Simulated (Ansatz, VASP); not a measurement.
Te2Mo: VASP beside Ansatz

The input INCAR:

```
SYSTEM = Te2Mo
PREC = Accurate
ENCUT = 520
EDIFF = 1E-7
ISMEAR = 1
SIGMA = 0.1
LREAL = .False.
LASPH = .True.
NELM = 60
ALGO = Normal
ISIF = 2
LWAVE = .False.
LCHARG = .True.
GGA = PS
LELF = .True.
LVHAR = .True.
NBANDS = 20
```

Contents of KPOINTS:

```
regular mesh
0
Gamma
  6 6 2
  0 0 0
```

POSCAR

```
Te2Mo
1.0
    3.5199158136     -0.0050122012     -0.0080646125
   -1.7642986305      3.0498000682     -0.0015130056
   -0.0397206576     -0.0315345565     17.3958623753
Te Mo
2 1
Direct
    0.3270050277      0.6519687550      0.8980172218
    0.3375055425      0.6586577266      0.1025723059
   -0.0008891296     -0.0111599038      0.0002313576
```

Input for Ansatz:

```yaml
crystal:
  lattice:
    - [3.5199158135893467, -0.005012201201754072, -0.008064612459524534]
    - [-1.764298630464683, 3.049800068194222, -0.0015130056329196024]
    - [-0.03972065756301826, -0.0315345565337107, 17.395862375309324]
  atoms:
    - { symbol: Te, position: [0.32700502769847606, 0.6519687550492499, 0.8980172218411294] }
    - { symbol: Te, position: [0.3375055424797903, 0.6586577266448782, 0.10257230594757034] }
    - { symbol: Mo, position: [-0.0008891295537439321, -0.011159903811227272, 0.00023135758135806514] }
basis:
  ecutwfc: 550.0
kpoints:
  mp_grid:
    grid: [6, 6, 2]
hamiltonian:
  xc: pbesol
  pseudopotentials:
    kind: paw
scf:
  occupations:
    method: cold
    width: 0.1
output:
  forces: true
  stress: true
```

Alike in both runs: task single point; functional PBEsol; k mesh 6 × 6 × 2; no spin polarisation.

|  | VASP | Ansatz |
| --- | --- | --- |
| version | VASP 6.6.1 | Ansatz 0.2.0 |
| potentials or method | VASP PAW PBE potentials, release 64 (Te, Mo_sv), cutoff 520 eV | plane waves, PAW |
| occupations | methfessel-paxton of order 1, width 0.1 eV | cold, width 0.1 eV |
| valence electrons in the cell | 26 | 46 |

```tsv
	VASP	Ansatz	Ansatz less VASP
rms of the force components (eV/Å)	0.110	0.095	-0.0153
```

VASP's potentials were made for PBE, not for PBEsol. Atom by atom the forces differ by 0.016 eV/Å (rms over components). VASP's potentials hold 26 valence electrons a cell and Ansatz's 46, so a difference there can come from the potentials and not from the codes.

Spin-orbit coupling is off throughout.
